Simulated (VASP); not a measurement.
Here is a VASP 6.6.1 calculation.

File INCAR:

```
PREC = Accurate
ENCUT = 520
EDIFF = 1E-7
ISMEAR = 1
SIGMA = 0.1
LREAL = F
LASPH = T
NELM = 80
ALGO = Normal
ISIF = 2
LWAVE = F
LCHARG = F
GGA = RE
IVDW = 12
NBANDS = 13
```

The input KPOINTS:

```
Automatic mesh
0
Gamma
  15 15 15
```

Contents of POSCAR:

```
Mo
1.0
   -1.5574206290      1.5574206290      1.5574206290
    1.5574206290     -1.5574206290      1.5574206290
    1.5574206290      1.5574206290     -1.5574206290
Mo
1
Direct
    0.0000000000      0.0000000000      0.0000000000
```

Potentials or basis: VASP PAW PBE potentials, release 64 (Mo_sv).

The run is started by

```sh
$ cat potpaw_PBE.64/Mo_sv/POTCAR > POTCAR
$ mpirun -np 1 vasp_std > vasp.out
```

(1) Predict the band gap on the k mesh.

(2) Estimate the dispersion energy per atom.

(3) What does it give for the pressure?

Results:

(1) zero (band 7 reaches 17.05 eV, above the bottom of band 8 at 11.76 eV).

(2) -1.381 eV.

(3) 0.6 GPa.

Caveat: the PAW data sets were made with another functional, which shifts forces and pressure a little; pairwise dispersion overbinds metals, which lowers pressure and volume.
